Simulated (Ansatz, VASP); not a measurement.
# One calculation of SiNi, two programs

Contents of INCAR:

```
SYSTEM = SiNi
ALGO = Normal
EDIFF = 1E-6
ENCUT = 520
GGA = PE
ISIF = 2
ISMEAR = 0
LASPH = .True.
LCHARG = .True.
LELF = .True.
LREAL = .False.
LVHAR = .True.
LWAVE = .False.
NBANDS = 22
NELM = 80
PREC = Accurate
SIGMA = 0.1
```

Contents of KPOINTS:

```
k-points
0
Gamma
  14 12 10
  0 0 0
```

File POSCAR:

```
SiNi
1.0
    3.0266200000      0.0000000000      0.0000000000
    0.0000000000      3.2735000000      0.0000000000
    0.0000000000      0.0000000000      4.6977600000
Si Ni
2 2
Direct
    0.5000000000      0.5000000000      0.8423000000
    0.0000000000      0.0000000000      0.1577000000
    0.5000000000      0.5000000000      0.3442200000
    0.0000000000      0.0000000000      0.6557800000
```

Input for Ansatz:

```yaml
crystal:
  lattice:
    - [3.02662, 0.0, 0.0]
    - [0.0, 3.2735, 0.0]
    - [0.0, 0.0, 4.69776]
  atoms:
    - { symbol: Si, position: [0.5, 0.5, 0.8423] }
    - { symbol: Si, position: [0.0, 0.0, 0.1577] }
    - { symbol: Ni, position: [0.5, 0.5, 0.34422] }
    - { symbol: Ni, position: [0.0, 0.0, 0.65578] }
basis:
  ecutwfc: 460
kpoints:
  mp_grid: { grid: [14, 12, 10] }
hamiltonian:
  xc: pbe
scf:
  occupations: { method: gaussian, width: 0.1 }
output:
  forces: true
  stress: true
  eigenvalues: true
  write_density: true
  write_potential: true
  elf: true
  volumetric_format: npy
```

Alike in both runs: task single point; functional PBE; k mesh 14 × 12 × 10; occupations gaussian, width 0.1 eV; no spin polarisation.

|  | VASP | Ansatz |
| --- | --- | --- |
| version | VASP 6.6.1 | Ansatz 0.2.0 |
| potentials or method | VASP PAW PBE potentials, release 64 (Si, Ni), cutoff 520 eV | scalar-relativistic, plane waves, PAW |
| valence electrons in the cell | 28 | 44 |

VASP gave:

| Quantity | Value |
| --- | --- |
| gap on the k mesh at the Fermi level (eV) | none |
| pressure (GPa) | 1.2 |
| traceless stress, the component that is largest in VASP (GPa) | -0.38 |
| rms of the force components (eV/Å) | 0.065 |

Q: What did Ansatz give for the same quantities?

A: gap on the k mesh at the Fermi level (eV): none; pressure (GPa): 1.1; traceless stress, the component that is largest in VASP (GPa): -0.33; rms of the force components (eV/Å): 0.066.

Atom by atom the forces differ by 0.004 eV/Å (rms over components). A gap of «none» marks a metal or a gap that the smearing closes. VASP's potentials hold 28 valence electrons a cell and Ansatz's 44, so a difference there can come from the potentials and not from the codes.
